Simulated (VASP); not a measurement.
Wanted: the native input for a VASP 6.6.1 run.

```
Task                   : single point
Functional             : PBE
Potentials or basis    : VASP PAW PBE potentials, release 64 (Si, O)
Cutoff                 : 520 eV
k mesh                 : 2 × 2 × 2
Occupations            : fermi-dirac, width 0.05 eV
Spin                   : collinear spin, ferromagnetic start
Starting moments       : [0.0, 0.0, 0.0, 0.0, 0.0, 0.0, 0.0, 0.0, 0.0, 0.0, 0.0, 0.0, 0.0, 0.0, 0.0, 0.0, 1.0] μB
Dipole correction      : no
Further INCAR settings : LREAL = Auto; ALGO = Normal; EDIFF = 1e-06; NBANDS = 53
```

The structure of Si16O (a cell with a defect) lies in POSCAR:

```
Si16O
1.0
    0.0000000000      5.4300000000      5.4300000000
    5.4300000000      0.0000000000      5.4300000000
    5.4300000000      5.4300000000      0.0000000000
Si O
16 1
Direct
   -0.0157970156      0.0008284992      0.0173787496
    0.1258950675      0.1237695101      0.1269488329
    0.0017352308     -0.0063195690      0.5021425307
    0.0732998009      0.1513416486      0.6437556300
    0.0171931860      0.4979953873     -0.0109131539
    0.1269175122      0.6249078136      0.1256654479
    0.0474406379      0.5073755491      0.4913656089
    0.1820066452      0.6191788011      0.6160335226
    0.5003847761      0.0009328695     -0.0013747820
    0.6088703787      0.1300352858      0.1351649648
    0.4446257336      0.0423326632      0.5082389704
    0.6258591497      0.1207070118      0.6236759117
    0.4965624418      0.5034994693     -0.0008123174
    0.6417556573      0.6270486165      0.1065175051
    0.5535005288      0.4924342556      0.4803932159
    0.5782473621      0.6707152083      0.6333282307
    0.8128094070      0.6910358801      0.5605380319
```

These files were run (other wordings do the same):

INCAR

```
SYSTEM = Si16O
PREC = Accurate
ENCUT = 520
EDIFF = 1E-6
ISMEAR = -1
SIGMA = 0.05
LREAL = Auto
LASPH = .True.
NELM = 150
ALGO = Normal
ISIF = 2
LWAVE = .False.
LCHARG = .False.
ISPIN = 2
MAGMOM = 0 0 0 0 0 0 0 0 0 0 0 0 0 0 0 0 1
LORBIT = 11
GGA = PE
NBANDS = 53
```

KPOINTS

```
Automatic mesh
0
Gamma
  2 2 2
  0 0 0
```

Potentials or basis: VASP PAW PBE potentials, release 64 (Si, O).

Run with:

```console
$ cat potpaw_PBE.64/Si/POTCAR potpaw_PBE.64/O/POTCAR > POTCAR
$ mpirun -np 1 vasp_std > vasp.out
```

It gave:

```yaml
Pressure: 4.2 GPa
Largest_force: 0.099 eV/Å
Band_gap_on_the_k_mesh: 0.51 eV
Net_moment: 0.00 μB per cell
Valence_electrons_inside_the_program's_atomic_spheres: Si 1.69, 1.70, 1.68, 1.71, 1.72 (each value once); O 5.17
```

Caveat: the k points lie up to 0.50 Å⁻¹ apart.

Run time: 6.4 min on 1 thread of Intel(R) Xeon(R) Platinum 8488C (Sapphire Rapids), with other jobs on the host, peak memory 0.71 GiB.
